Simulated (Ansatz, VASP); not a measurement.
## One calculation of SiC, two programs

```
Si C
1.0
     3.07600    0.00000    0.00000
    -1.53800    2.66389    0.00000
     0.00000    0.00000    4.89656
Si C
2 2
Direct
  0.33333 0.66667 0.00450
  0.66667 0.33333 0.50450
  0.33333 0.66667 0.38050
  0.66667 0.33333 0.88050
```

Change from the starting cell: z stretched by -3 %, ions relaxed.

Alike in both runs: task relaxation of the atoms; functional PBE; k mesh 16 × 16 × 9; occupations fermi-dirac, width 0.02 eV; no spin polarisation.

|  | VASP | Ansatz |
| --- | --- | --- |
| version | VASP 6.6.1 | Ansatz 0.2.0 |
| potentials or method | VASP PAW PBE potentials, release 64 (Si, C) | plane-wave PAW, scalar-relativistic |
| plane-wave cutoff (eV) | 520 | 420 |
| valence electrons in the cell | 16 | 16 |

```tsv
	VASP	Ansatz	Ansatz less VASP
gap on the k mesh at the Fermi level, each at its own relaxed structure (eV)	2.33	2.34	+0.004
```

Ansatz's warnings: stress scf threshold loose.
